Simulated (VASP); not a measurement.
# Ir (Cmce) in VASP: single point with PBEsol

Aim: the single point of Ir with PBEsol.

Everything below comes from runs of VASP 6.6.1. Logs are shortened: lines on timing, memory, paths and dates and some standing lists are left out, and cuts for length are marked.

### 1 The cell of the first run

The structure is orthorhombic, space group Cmce (No. 64). Conventional cell: a = 3.055 Å, b = 9.692 Å, c = 4.043 Å, α = 90.00°, β = 90.00°, γ = 90.00°. Within 2.7 Å of Ir (site symmetry m) lie 3 Ir at 2.00 to 2.03 Å.

### 2 Single point, PBEsol

File INCAR:

```
SYSTEM = Ir
PREC = Accurate ; ENCUT = 560
EDIFF = 1E-6 ; ISMEAR = 0
SIGMA = 0.1 ; LREAL = .FALSE.
LASPH = .TRUE. ; NELM = 120
ALGO = Normal ; ISIF = 2
LWAVE = .FALSE. ; LCHARG = .TRUE.
GGA = PS ; LELF = .TRUE.
LVHAR = .TRUE. ; NBANDS = 42
GGA_COMPAT = .FALSE.
```

File KPOINTS:

```
Automatic mesh
0
G
  6 6 4
  0 0 0
```

File POSCAR:

```
Ir
1.0
    1.5276580251     -4.8460450948      0.0000000000
    1.5276580251      4.8460450948      0.0000000000
    0.0000000000      0.0000000000      4.0429861934
Ir
4
Direct
    0.0980000000      0.9020000000      0.9100000000
    0.5980000000      0.4020000000      0.5900000000
    0.9020000000      0.0980000000      0.0900000000
    0.4020000000      0.5980000000      0.4100000000
```

Potentials or basis: VASP PAW PBE potentials, release 64 (Ir_sv_GW).

On the command line:

```console
cat potpaw_PBE.64/Ir_sv_GW/POTCAR > POTCAR
mpirun -np 1 vasp_std > vasp.out
```

OUTCAR:

```text
SYSTEM = Ir
   PREC = Accurate
   ENCUT = 560
   EDIFF = 1E-6
   ISMEAR = 0
   LREAL = .FALSE.
   LASPH = .TRUE.
   NELM = 120
   ISIF = 2
   GGA = PS

 ion  position               nearest neighbor table
   1  0.098  0.902  0.910-   2 2.00   2 2.00   3 2.03   2 3.15   2 3.15   4 3.17   4 3.17   4 3.17
                             4 3.17
   2  0.598  0.402  0.590-   1 2.00   1 2.00   4 2.03   1 3.15   1 3.15   3 3.17   3 3.17   3 3.17
                             3 3.17
   3  0.902  0.098  0.090-   4 2.00   4 2.00   1 2.03   4 3.15   4 3.15   2 3.17   2 3.17   2 3.17
                             2 3.17
   4  0.402  0.598  0.410-   3 2.00   3 2.00   2 2.03   3 3.15   3 3.15   1 3.17   1 3.17   1 3.17
                             1 3.17

  LATTYP: Found a base centered orthorhombic cell.
 ALAT       =     3.0553160502
 B/A-ratio  =     3.1722054381
 C/A-ratio  =     1.3232628399

  Lattice vectors:

 A1 = (   1.5276580251,  -4.8460450948,   0.0000000000)
 A2 = (   1.5276580251,   4.8460450948,   0.0000000000)
 A3 = (   0.0000000000,   0.0000000000,   4.0429861934)

Analysis of symmetry for initial positions (statically):
=====================================================================
 Subroutine PRICEL returns:
 Original cell was already a primitive cell.

 Routine SETGRP: Setting up the symmetry group for a
 base centered orthorhombic supercell.

 Subroutine GETGRP returns: Found  8 space group operations
 (whereof  4 operations were pure point group operations)
 out of a pool of  8 trial point group operations.

The static configuration has the point symmetry C_2h.
 The point group associated with its full space group is D_2h.

Analysis of symmetry for dynamics (positions and initial velocities):
=====================================================================
 Subroutine PRICEL returns:
 Original cell was already a primitive cell.

 Routine SETGRP: Setting up the symmetry group for a
 base centered orthorhombic supercell.

 Subroutine GETGRP returns: Found  8 space group operations
 (whereof  4 operations were pure point group operations)
 out of a pool of  8 trial point group operations.

The dynamic configuration has the point symmetry C_2h.
 The point group associated with its full space group is D_2h.

 Subroutine INISYM returns: Found  8 space group operations
 (whereof  4 operations are pure point group operations),
 and found     1 'primitive' translations

----------------------------------------------------------------------------------------

                                     Primitive cell

  volume of cell :      59.8613

  direct lattice vectors                    reciprocal lattice vectors
     1.527658025 -4.846045095  0.000000000     0.327298382 -0.103176919  0.000000000
     1.527658025  4.846045095  0.000000000     0.327298382  0.103176919  0.000000000
     0.000000000  0.000000000  4.042986193     0.000000000  0.000000000  0.247341928

  length of vectors
     5.081130987  5.081130987  4.042986193     0.343175913  0.343175913  0.247341928

  position of ions in fractional coordinates (direct lattice)
     0.098000000  0.902000000  0.910000000
     0.598000000  0.402000000  0.590000000
     0.902000000  0.098000000  0.090000000
     0.402000000  0.598000000  0.410000000

  ion indices of the primitive-cell ions
   primitive index   ion index
                 1           1
                 2           2
                 3           3
                 4           4

----------------------------------------------------------------------------------------

 KPOINTS: Automatic mesh

Automatic generation of k-mesh.
 Grid dimensions read from file:
 generate k-points for:    6    6    4

 Generating k-lattice:

  Cartesian coordinates                     Fractional coordinates (reciprocal lattice)
     0.054549730 -0.017196153  0.000000000     0.166666667  0.000000000  0.000000000
     0.054549730  0.017196153  0.000000000     0.000000000  0.166666667  0.000000000
     0.000000000  0.000000000  0.061835482     0.000000000  0.000000000  0.250000000

  Length of vectors
     0.057195986  0.057195986  0.061835482

  Shift w.r.t. Gamma in fractional coordinates (k-lattice)
     0.000000000  0.000000000  0.000000000

 Subroutine IBZKPT returns following result:
 ===========================================

 Found     39 irreducible k-points:

 Following reciprocal coordinates:
            Coordinates               Weight
  0.000000  0.000000  0.000000      1.000000
  0.166667 -0.000000  0.000000      4.000000
  0.333333 -0.000000  0.000000      4.000000
  0.500000 -0.000000  0.000000      2.000000
  0.166667  0.166667  0.000000      2.000000
  0.333333  0.166667  0.000000      4.000000
[... 16 lines left out ...]
  0.333333  0.333333  0.250000      4.000000
  0.500000  0.333333  0.250000      8.000000
 [... further k-points ...]
   k-points           NKPTS =     39   k-points in BZ     NKDIM =     39   number of bands    NBANDS=     42
   number of dos      NEDOS =    301   number of ions     NIONS =      4
   total plane-waves  NPLWV =  51200
   dimension x,y,z NGX =    40 NGY =   40 NGZ =   32
   dimension x,y,z NGXF=    80 NGYF=   80 NGZF=   64
   ions per type =               4
   NGX,Y,Z   is equivalent  to a cutoff of  13.09, 13.09, 13.16 a.u.
   NGXF,Y,Z  is equivalent  to a cutoff of  26.17, 26.17, 26.32 a.u.
 SYSTEM =  Ir
   PREC   = accura    normal or accurate (medium, high low for compatibility)
   ISTART =      0    job   : 0-new  1-cont  2-samecut
   ICHARG =      2    charge: 1-file 2-atom 10-const
   ISPIN  =      1    spin polarized calculation?
   LNONCOLLINEAR =      F non collinear calculations
   LSORBIT =      F    spin-orbit coupling
   LASPH  =      T    aspherical Exc in radial PAW
   ENCUT  =  560.0 eV  41.16 Ry    6.42 a.u.   9.80  9.80  7.80*2*pi/ulx,y,z
   NELM   =    120;   NELMIN=  2; NELMDL= -5     # of ELM steps
   EDIFF  = 0.1E-05   stopping-criterion for ELM
   LREAL  =      F    real-space projection
[... 7 lines left out ...]
   TEBEG  =    0.0;   TEEND  =   0.0 temperature during run
   PSTRESS=    0.0 pullay stress
   NELECT =      68.0000    total number of electrons
   NUPDOWN=      -1.0000    fix difference up-down
   EMIN   =  10.00;   EMAX   =-10.00  energy-range for DOS
   EFERMI =   0.00;   METHOD = LEGACY
   ISMEAR =     0;   SIGMA  =   0.10  broadening in eV -4-tet -1-fermi 0-gaus
   EFERMI_NEDOS =   21; number of points for ismear=-14 and -15
   IALGO  =     38    algorithm
   IMIX   =      4    mixing-type and parameters
     AMIX     =   0.40;   BMIX     =  1.00
     AMIX_MAG =   1.60;   BMIX_MAG =  1.00
  volume/ion in A,a.u.               =      14.97       100.99
  Fermi-wavevector in a.u.,A,eV,Ry     =   1.708163  3.227959 39.699340  2.917819
  Thomas-Fermi vector in A             =   2.786881
   LORBIT       =      0    0 simple, 1 ext, 2 COOP (PROOUT), +10 PAW based schemes
   GGA     = PS    functional components
   LHFCALC =     F    Hartree Fock is set to
   AEXX    =    0.0000 exact exchange contribution
   IVDW    =     0    specifies the selected vdW correction
   LEPSILON=     F    determine dielectric tensor
   LRPA    =     F    only Hartree local field effects (RPA)
 non-spin polarized calculation
 Gauss-broadening in eV      SIGMA  =   0.10
  energy-cutoff  :      560.00
  volume of cell :       59.86
 maximum number of plane-waves:      1826
   NGX = 19   NGY = 19   NGZ = 15

 number of electron      68.0000000 magnetization

 Free energy of the ion-electron system (eV)
  ---------------------------------------------------
  ext. energy  EPLUGINS =         0.00000000
  ---------------------------------------------------
  free energy    TOTEN  =       -19.73182423 eV

  energy without entropy =      -19.71471614  energy(sigma->0) =      -19.72327019

 E-fermi :  12.6865     XC(G=0): -13.8650

 val. band max:       12.6498816182   @ k =   0.1667  -0.0000   0.2500
 cond. band min:      12.7248148021   @ k =   0.1667  -0.0000   0.5000
 fundamental gap:      0.0749331839
 Fermi energy:        12.6864970531

 k-point     1 :       0.0000    0.0000    0.0000
  band No.  band energies     occupation
      1     -82.1727      2.00000
      2     -81.8199      2.00000
      3     -81.3289      2.00000
      4     -80.9647      2.00000
      5     -40.6738      2.00000
      6     -40.6071      2.00000
[... 34 lines left out ...]
     41      18.3564      0.00000
     42      23.1851      0.00000

 k-point     2 :       0.1667   -0.0000    0.0000
  band No.  band energies     occupation
      1     -82.1169      2.00000
      2     -81.7632      2.00000
      3     -81.3857      2.00000
      4     -81.0225      2.00000
      5     -40.6915      2.00000
      6     -40.6721      2.00000
[... 34 lines left out ...]
     41      19.1118      0.00000
     42      19.7826      0.00000

 k-point     3 :       0.3333   -0.0000    0.0000
  band No.  band energies     occupation
      1     -81.9627      2.00000
      2     -81.6077      2.00000
      3     -81.5406      2.00000
      4     -81.1800      2.00000
      5     -40.7975      2.00000
      6     -40.7024      2.00000
[... 34 lines left out ...]
     41      18.0239      0.00000
     42      19.9345      0.00000

 k-point     4 :       0.5000   -0.0000    0.0000
  band No.  band energies     occupation
      1     -81.7517      2.00000
      2     -81.7517      2.00000
      3     -81.3942      2.00000
      4     -81.3942      2.00000
      5     -40.7815      2.00000
      6     -40.7815      2.00000
[... 844 lines left out ...]
     41      19.4165      0.00000
     42      22.7711      0.00000

 k-point    23 :       0.3333    0.3333    0.2500
  band No.  band energies     occupation
      1     -81.9328      2.00000
      2     -81.7257      2.00000
      3     -81.4217      2.00000
      4     -81.2102      2.00000
      5     -40.7754      2.00000
      6     -40.6627      2.00000
[... 34 lines left out ...]
     41      17.4330      0.00000
     42      21.5813      0.00000

 k-point    24 :       0.5000    0.3333    0.2500
  band No.  band energies     occupation
      1     -82.0796      2.00000
      2     -81.8450      2.00000
      3     -81.3026      2.00000
      4     -81.0609      2.00000
      5     -40.6588      2.00000
      6     -40.5883      2.00000
[... 34 lines left out ...]
     41      20.2214      0.00000
     42      21.1734      0.00000

 [... further k-points ...]

------------------------ aborting loop because EDIFF is reached ----------------------------------------

  FORCE on cell =-STRESS in cart. coord.  units (eV):
  Direction    XX          YY          ZZ          XY          YZ          ZX
  --------------------------------------------------------------------------------------
  -------------------------------------------------------------------------------------
  Total       95.1645495     54.4790516     70.7005715      0.0000000      0.0000000      0.0000000
  in kB     2547.0644111   1458.1233674   1892.2898322      0.0000000      0.0000000      0.0000000
  external PRESSURE =    1965.8258702 kB  Pullay stress =       0.0000000 kB

 VOLUME and BASIS-vectors are now :
 -----------------------------------------------------------------------------
  energy-cutoff  :      560.00
  volume of cell :       59.86
      direct lattice vectors                 reciprocal lattice vectors
     1.527658025 -4.846045095  0.000000000     0.327298382 -0.103176919  0.000000000
     1.527658025  4.846045095  0.000000000     0.327298382  0.103176919  0.000000000
     0.000000000  0.000000000  4.042986193     0.000000000  0.000000000  0.247341928

 POSITION                                       TOTAL-FORCE (eV/Angst)
 -----------------------------------------------------------------------------------
      1.52766      3.89622      3.67912         0.000000    -16.007131     17.568268
      1.52766     -0.94982      2.38536         0.000000    -16.007131    -17.568268
      1.52766     -3.89622      0.36387         0.000000     16.007131    -17.568268
      1.52766      0.94982      1.65762         0.000000     16.007131     17.568268
 -----------------------------------------------------------------------------------
    total drift:                                0.000000      0.000000      0.000000

  FREE ENERGIE OF THE ION-ELECTRON SYSTEM (eV)
  ---------------------------------------------------
  free  energy   TOTEN  =       -19.7318242302 eV

  energy  without entropy=      -19.7147161439  energy(sigma->0) =      -19.72327019
```

It took 2.1 min on 1 thread of Intel Xeon Platinum 8259CL at 2.50GHz (Skylake/Cascade Lake), shared host; peak memory 0.26 GiB.

What came out:

| Quantity | Value |
| --- | --- |
| Free energy | -19.7318 eV |
| Pressure | 196.6 GPa |
| Largest force | 23.767 eV/Å |
| Band gap on the k mesh | zero (bands 34 and 35 overlap by 1.03 eV) |

Forces on the atoms (eV/Å):
```
Ir    0.000 -16.007  17.568
Ir    0.000 -16.007 -17.568
Ir    0.000  16.007 -17.568
Ir    0.000  16.007  17.568
```

Caveat: the k points lie up to 0.39 Å⁻¹ apart, too coarse for converged energies and pressures of a metal; the PAW data sets were made with another functional, which shifts forces and pressure a little; spin-orbit coupling is left out, which moves the levels of the heavy elements.

The gap in the log of VASP goes by the Fermi energy; the results here count the filled bands.